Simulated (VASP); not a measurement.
# NbN (Fm-3m) in VASP: notebook, part 3 of 3

VASP 6.6.1.

## 5. Electric field gradients, PBEsol (volume scaled by 1.01)

INCAR

```
ALGO = Normal
EDIFF = 1E-8
ENCUT = 520
GGA = PS
GGA_COMPAT = F
ISIF = 2
ISMEAR = -1
LASPH = T
LCHARG = F
LEFG = T
LREAL = F
LWAVE = F
NBANDS = 16
NELM = 120
PREC = Accurate
SIGMA = 0.08
```

KPOINTS

```
k-points
0
Gamma
  14 14 14
```

POSCAR

```
NbN
1.0
    0.0000000000      2.2017907512      2.2017907512
    2.2017907512      0.0000000000      2.2017907512
    2.2017907512      2.2017907512      0.0000000000
Nb N
1 1
Direct
    0.5000000000      0.5000000000      0.5000000000
    0.0000000000      0.0000000000      0.0000000000
```

Potentials or basis: VASP PAW PBE potentials, release 64 (Nb_sv, N).

Command:

```
$ cat potpaw_PBE.64/Nb_sv/POTCAR potpaw_PBE.64/N/POTCAR > POTCAR
$ mpirun -np 1 vasp_std > vasp.out
```

OUTCAR:

```text
EDIFF = 1E-8
   ENCUT = 520
   GGA = PS
   ISIF = 2
   ISMEAR = -1
   LASPH = T
   LREAL = F
   NELM = 120
   PREC = Accurate

 ion  position               nearest neighbor table
   1  0.500  0.500  0.500-   2 2.20   2 2.20   2 2.20   2 2.20   2 2.20   2 2.20
   2  0.000  0.000  0.000-   1 2.20   1 2.20   1 2.20   1 2.20   1 2.20   1 2.20

  LATTYP: Found a face centered cubic cell.
 ALAT       =     4.4035815024

  Lattice vectors:

 A1 = (   0.0000000000,   2.2017907512,   2.2017907512)
 A2 = (   2.2017907512,   0.0000000000,   2.2017907512)
[... 667 lines left out ...]
  ---------------------------------------------------
  free  energy   TOTEN  =       -21.9040241349 eV

  energy  without entropy=      -21.8827125207  energy(sigma->0) =      -21.89336833

 Electric field gradients (V/A^2)
---------------------------------------------------------------------
 ion       V_xx      V_yy      V_zz      V_xy      V_xz      V_yz
---------------------------------------------------------------------
   1       0.000    -0.000    -0.000     0.000     0.000     0.000
   2      -0.000     0.000     0.000     0.000     0.000     0.000
---------------------------------------------------------------------

 Electric field gradients after diagonalization (V/A^2)
 (convention: |V_zz| > |V_xx| > |V_yy|)
----------------------------------------------------------------------
 ion       V_xx      V_yy      V_zz     asymmetry (V_yy - V_xx)/ V_zz
----------------------------------------------------------------------
   1      -0.000    -0.000     0.001       0.000
   2      -0.000    -0.000     0.001       0.000
----------------------------------------------------------------------

           NMR quadrupolar parameters

 Cq : quadrupolar parameter    Cq=e*Q*V_zz/h
 eta: asymmetry parameters     (V_yy - V_xx)/ V_zz
 Q  : nuclear electric quadrupole moment in mb (millibarn)
----------------------------------------------------------------------
 ion       Cq(MHz)       eta       Q (mb)
----------------------------------------------------------------------
   1       0.000       0.000       1.000
   2       0.000       0.000       1.000
----------------------------------------------------------------------
```

Wall time 39 s (1 thread of Intel Xeon Platinum 8375C at 2.90GHz (Ice Lake), shared host); peak memory 0.16 GiB.

What came out:

```
Free energy            : -21.9040 eV
Pressure               : -5.5 GPa
Band gap on the k mesh : zero (band 9 reaches 15.24 eV, above the bottom of band 10 at 11.74 eV)
```

Levels at points of the mesh, in eV from the Fermi level:
| k point | band 5 | band 6 | band 7 | band 8 | band 9 | band 10 | band 11 | band 12 | band 13 | band 14 |
| --- | --- | --- | --- | --- | --- | --- | --- | --- | --- | --- |
| (0.00, 0.00, 0.00) | -17.51 | -3.29 | -3.29 | -3.29 | -1.99 | -1.99 | -1.99 | -0.15 | -0.15 | 3.16 |
| (0.50, 0.00, 0.00) | -14.95 | -9.12 | -7.02 | -7.02 | 1.50 | 1.50 | 2.01 | 4.46 | 6.78 | 6.78 |
| (0.50, 0.50, 0.00) | -16.79 | -5.72 | -5.03 | -3.96 | -3.96 | 1.59 | 2.82 | 2.82 | 4.05 | 9.38 |

Caveat: without QUAD_EFG the Cq values of the log hold for a quadrupole moment of 1 mb, not for the nuclei; the PAW data sets were made with another functional, which shifts forces and pressure a little.

## 6. Electric field gradients, PBEsol (volume scaled by 1.01)

INCAR

```
SYSTEM = NbN
PREC     = Accurate       ! precision mode
ENCUT    = 520            ! plane-wave cutoff, eV
EDIFF    = 1E-8           ! SCF threshold, eV
ISMEAR   = -1             ! smearing method
SIGMA    = 0.08           ! smearing width, eV
LREAL    = .FALSE.        ! projectors in reciprocal space
LASPH    = .TRUE.         ! aspherical terms in the spheres
NELM     = 120            ! most SCF steps
ALGO     = Normal         ! electronic algorithm
ISIF     = 2              ! what is computed and relaxed
LWAVE    = .FALSE.        ! write WAVECAR
LCHARG   = .FALSE.        ! write CHGCAR
GGA      = PS             ! functional
LEFG     = .TRUE.       
NBANDS   = 16             ! bands
GGA_COMPAT= .FALSE.
```

KPOINTS

```
regular mesh
0
G
  14 14 14
  0 0 0
```

POSCAR is that of step 5.

Potentials or basis: VASP PAW PBE potentials, release 64 (Nb_sv, N).

Command:

```
$ cat potpaw_PBE.64/Nb_sv/POTCAR potpaw_PBE.64/N/POTCAR > POTCAR
$ mpirun -np 1 vasp_std > vasp.out
```

OUTCAR:

```text
SYSTEM = NbN
   PREC = Accurate
   ENCUT = 520
   EDIFF = 1E-8
   ISMEAR = -1
   LREAL = .FALSE.
   LASPH = .TRUE.
   NELM = 120
   ISIF = 2
   GGA = PS

 ion  position               nearest neighbor table
   1  0.500  0.500  0.500-   2 2.20   2 2.20   2 2.20   2 2.20   2 2.20   2 2.20
   2  0.000  0.000  0.000-   1 2.20   1 2.20   1 2.20   1 2.20   1 2.20   1 2.20

  LATTYP: Found a face centered cubic cell.
 ALAT       =     4.4035815024

  Lattice vectors:

 A1 = (   0.0000000000,   2.2017907512,   2.2017907512)
 A2 = (   2.2017907512,   0.0000000000,   2.2017907512)
 A3 = (   2.2017907512,   2.2017907512,   0.0000000000)

Analysis of symmetry for initial positions (statically):
=====================================================================
 Subroutine PRICEL returns:
 Original cell was already a primitive cell.

 Routine SETGRP: Setting up the symmetry group for a
 face centered cubic supercell.

[... 644 lines left out ...]
      direct lattice vectors                 reciprocal lattice vectors
     0.000000000  2.201790751  2.201790751    -0.227087883  0.227087883  0.227087883
     2.201790751  0.000000000  2.201790751     0.227087883 -0.227087883  0.227087883
     2.201790751  2.201790751  0.000000000     0.227087883  0.227087883 -0.227087883

 POSITION                                       TOTAL-FORCE (eV/Angst)
 -----------------------------------------------------------------------------------
      2.20179      2.20179      2.20179        -0.000000     -0.000000     -0.000000
      0.00000      0.00000      0.00000         0.000000      0.000000      0.000000
 -----------------------------------------------------------------------------------
    total drift:                                0.000000     -0.000000      0.000000

  FREE ENERGIE OF THE ION-ELECTRON SYSTEM (eV)
  ---------------------------------------------------
  free  energy   TOTEN  =       -21.9040241349 eV

  energy  without entropy=      -21.8827125207  energy(sigma->0) =      -21.89336833

 Electric field gradients (V/A^2)
---------------------------------------------------------------------
 ion       V_xx      V_yy      V_zz      V_xy      V_xz      V_yz
---------------------------------------------------------------------
   1       0.000    -0.000    -0.000     0.000     0.000     0.000
   2      -0.000     0.000     0.000     0.000     0.000     0.000
---------------------------------------------------------------------

 Electric field gradients after diagonalization (V/A^2)
 (convention: |V_zz| > |V_xx| > |V_yy|)
----------------------------------------------------------------------
 ion       V_xx      V_yy      V_zz     asymmetry (V_yy - V_xx)/ V_zz
----------------------------------------------------------------------
   1      -0.000    -0.000     0.001       0.000
   2      -0.000    -0.000     0.001       0.000
----------------------------------------------------------------------

           NMR quadrupolar parameters

 Cq : quadrupolar parameter    Cq=e*Q*V_zz/h
 eta: asymmetry parameters     (V_yy - V_xx)/ V_zz
 Q  : nuclear electric quadrupole moment in mb (millibarn)
----------------------------------------------------------------------
 ion       Cq(MHz)       eta       Q (mb)
----------------------------------------------------------------------
   1       0.000       0.000       1.000
   2       0.000       0.000       1.000
----------------------------------------------------------------------
```

OSZICAR:

```text
N       E                     dE             d eps       ncg     rms          rms(c)
DAV:   1     0.147499290345E+03    0.14750E+03   -0.10071E+04  3328   0.119E+03
DAV:   2    -0.165872806472E+02   -0.16409E+03   -0.15685E+03  4136   0.401E+02
DAV:   3    -0.250655624067E+02   -0.84783E+01   -0.83887E+01  6160   0.766E+01
DAV:   4    -0.251612277561E+02   -0.95665E-01   -0.95577E-01  3824   0.695E+00
DAV:   5    -0.251636237451E+02   -0.23960E-02   -0.23956E-02  4792   0.108E+00    0.125E+01
DAV:   6    -0.220861832682E+02    0.30774E+01   -0.84695E+00  5040   0.302E+01    0.468E+00
DAV:   7    -0.219306213467E+02    0.15556E+00   -0.60482E-01  4176   0.776E+00    0.271E+00
DAV:   8    -0.219080915474E+02    0.22530E-01   -0.16417E-01  5016   0.395E+00    0.839E-01
DAV:   9    -0.219041850412E+02    0.39065E-02   -0.21966E-02  4272   0.168E+00    0.386E-01
DAV:  10    -0.219040676482E+02    0.11739E-03   -0.18809E-03  3712   0.530E-01    0.754E-02
DAV:  11    -0.219040228040E+02    0.44844E-04   -0.15729E-04  4408   0.108E-01    0.329E-02
DAV:  12    -0.219040238161E+02   -0.10121E-05   -0.89641E-06  4600   0.313E-02    0.934E-03
DAV:  13    -0.219040237017E+02    0.11442E-06   -0.52448E-07  4400   0.724E-03    0.528E-03
DAV:  14    -0.219040241266E+02   -0.42488E-06   -0.24779E-07  3848   0.701E-03    0.545E-04
DAV:  15    -0.219040241375E+02   -0.10892E-07   -0.13403E-08  4064   0.103E-03    0.284E-04
DAV:  16    -0.219040241349E+02    0.25823E-08   -0.19150E-09  2384   0.564E-04
   1 F= -.21904024E+02 E0= -.21893368E+02  d E =-.213116E-01
```

Wall time 36 s (1 thread of Intel Xeon Platinum 8375C at 2.90GHz (Ice Lake), shared host); peak memory 0.16 GiB.

What came out:

```
Free energy            : -21.9040 eV
Pressure               : -5.5 GPa
Band gap on the k mesh : zero (band 9 reaches 15.24 eV, above the bottom of band 10 at 11.74 eV)
```

Caveat: without QUAD_EFG the Cq values of the log hold for a quadrupole moment of 1 mb, not for the nuclei; the PAW data sets were made with another functional, which shifts forces and pressure a little.

## 7. Summary

```tsv
cell	gap on the mesh (eV)	pressure (GPa)
a = 3.103 Å, angles 60.0°, 2 atoms	none	-2.4
a = 3.093 Å, angles 60.0°, 2 atoms	none	1.0
a = 3.114 Å, angles 60.0°, 2 atoms	none	-5.5
```

Alike in all rows: task electric field gradients; level PBEsol; potentials or basis VASP PAW PBE potentials, release 64 (Nb_sv, N); no spin polarisation; k mesh 14 × 14 × 14; cutoff (eV) 520; smearing fermi-dirac 0.08 eV.

Caveats: the PAW data sets were made with another functional, which shifts forces and pressure a little.

Total energies depend on the potentials used, so only differences within one code and one set of settings carry meaning.
